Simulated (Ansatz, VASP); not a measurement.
TiO2: VASP beside Ansatz

Contents of INCAR:

```
ALGO = Normal
EDIFF = 1E-6
ENCUT = 520
GGA = PE
ISIF = 2
ISMEAR = 0
LASPH = True
LCHARG = False
LDAU = True
LDAUJ = 0 0
LDAUL = 2 -1
LDAUPRINT = 1
LDAUTYPE = 2
LDAUU = 4 0
LMAXMIX = 4
LREAL = False
LWAVE = False
NBANDS = 33
NELM = 150
PREC = Accurate
SIGMA = 0.05
```

KPOINTS

```
k-points
0
Gamma
  6 6 10
```

Contents of POSCAR:

```
TiO2
1.0
    4.1647490745      0.0128129172     -0.0962719478
    0.0128129172      4.5712062743     -0.2630420190
   -0.0623721027     -0.1704181144      2.9477009159
Ti O
2 4
Direct
   -0.0168703280      0.0357582192      0.0842924146
    0.4445048061      0.4758813409      0.4346021467
    0.4304097042      0.3072723028      0.0670894084
    0.1863978604      0.7531271658      0.4799782045
    0.6775137521      0.6672331570     -0.0637384301
    0.7780442052      0.2607278143      0.4977762559
```

Input for Ansatz:

```yaml
crystal:
  lattice:
    - [4.164749071, 0.0128129172, -0.0962719478]
    - [0.0128129172, 4.5712062704, -0.2630420187]
    - [-0.0623721034, -0.1704181164, 2.9477009515]
  atoms:
    - { symbol: Ti, position: [-0.016870328, 0.0357582192, 0.0842924136] }
    - { symbol: Ti, position: [0.4445048061, 0.4758813409, 0.4346021475] }
    - { symbol: O, position: [0.4304097024, 0.3072723009, 0.0670894076] }
    - { symbol: O, position: [0.1863978623, 0.7531271639, 0.4799782047] }
    - { symbol: O, position: [0.677513754, 0.6672331589, -0.0637384294] }
    - { symbol: O, position: [0.7780442033, 0.2607278163, 0.4977762559] }
basis:
  ecutwfc: 420
kpoints:
  mp_grid: { grid: [6, 6, 10] }
hamiltonian:
  xc: pbe
  hubbard: { sites: [{ species: Ti, l: d, u_eff: 4.0 }] }
scf:
  occupations: { method: gaussian, width: 0.05 }
output:
  forces: true
  stress: true
  eigenvalues: true
```

Change from the starting cell: all atoms moved at random (sigma 0.22 Å a component), cell strained at random (sigma 0.05).

Alike in both runs: task single point; functional PBE; k mesh 6 × 6 × 10; occupations gaussian, width 0.05 eV; no spin polarisation; Hubbard terms Ti d U = 4.0 eV.

|  | VASP | Ansatz |
| --- | --- | --- |
| version | VASP 6.6.1 | Ansatz 0.2.0 |
| potentials or method | VASP PAW PBE potentials, release 64 (Ti_sv, O), cutoff 520 eV | scalar-relativistic, plane waves, PAW |
| valence electrons in the cell | 48 | 48 |

```tsv
	VASP	Ansatz	Ansatz less VASP
gap on the k mesh at the Fermi level (eV)	1.06	1.11	+0.050
least direct gap on the mesh (eV)	1.15	1.18	+0.025
pressure (GPa)	131.7	119.2	-12.46
traceless stress, the component that is largest in VASP (GPa)	109.41	95.17	-14.238
rms of the force components (eV/Å)	20.075	17.483	-2.5926
```

The programs project onto different local orbitals, so the same U acts differently, and such runs can settle in different states. Atom by atom the forces differ by 2.718 eV/Å (rms over components). Both programs put the cell under a high pressure, so it lies far from rest at this level.

Noted on VASP's run: the cell as given lies far from equilibrium.
